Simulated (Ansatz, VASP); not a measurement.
# AlN in VASP and in Ansatz

POSCAR

```
AlN
1.0
    0.0000000000      2.0188684454      2.0188684454
    2.0188684454      0.0000000000      2.0188684454
    2.0188684454      2.0188684454      0.0000000000
Al N
1 1
Direct
    0.0000000000      0.0000000000      0.0000000000
    0.5000000000      0.5000000000      0.5000000000
```

Contents of INCAR.step1:

```
SYSTEM = AlN
PREC = Accurate ; ENCUT = 520
EDIFF = 1E-5 ; ISMEAR = 0
SIGMA = 0.01 ; LREAL = .False.
LASPH = .True. ; NELM = 80
ALGO = Normal ; ISIF = 2
LWAVE = .True. ; LCHARG = .False.
GGA = PE ; NBANDS = 11
```

The input INCAR.step2:

```
SYSTEM = AlN
PREC = Accurate ; ENCUT = 520
EDIFF = 1E-6 ; ISMEAR = 0
SIGMA = 0.01 ; LREAL = .False.
LASPH = .True. ; NELM = 80
ALGO = Normal ; ISIF = 2
LWAVE = .False. ; LCHARG = .False.
GGA = PE ; LHFCALC = .True.
AEXX = 0.15 ; HFSCREEN = 0.5
PRECFOCK = Normal ; ISTART = 1
NBANDS = 11
```

The input KPOINTS:

```
regular mesh
0
Gamma
  6 6 6
  0 0 0
```

Input for Ansatz:

```yaml
crystal:
  lattice:
    - [0.0, 2.0188684454, 2.0188684454]
    - [2.0188684454, 0.0, 2.0188684454]
    - [2.0188684454, 2.0188684454, 0.0]
  atoms:
    - { symbol: Al, position: [0.0, 0.0, 0.0] }
    - { symbol: "N", position: [0.5, 0.5, 0.5] }
kpoints:
  mp_grid: { grid: [6, 6, 6] }
hamiltonian:
  xc: { exchange: pbe, correlation: pbe, exx: { coeff: 0.15, omega: 0.5 } }
scf:
  occupations: { method: fixed }
  n_extra_bands: 4
output:
  forces: true
  stress: true
  eigenvalues: true
```

Alike in both runs: task single point; functional PBE-based screened hybrid; k mesh 6 × 6 × 6; no spin polarisation.

|  | VASP | Ansatz |
| --- | --- | --- |
| version | VASP 6.6.1 | Ansatz 0.2.0 |
| potentials or method | VASP PAW PBE potentials, release 64 (Al, N) | plane waves |
| plane-wave cutoff (eV) | 520 | 420 |
| occupations | gaussian, width 0.01 eV | fixed |
| valence electrons in the cell | 8 | 8 |

Ansatz gave:

- gap on the k mesh at the Fermi level (eV): 5.12
- pressure (GPa): 2.4

**Question.** Estimate VASP's values.

**Answer.** gap on the k mesh at the Fermi level (eV): 5.08; pressure (GPa): 2.5.

VASP's potentials were made for PBE, not for PBE-based screened hybrid. Ansatz's warnings: stress exchange threshold loose, stress scf threshold loose.

The k mesh is coarse, so the values compare programs but aren't converged.
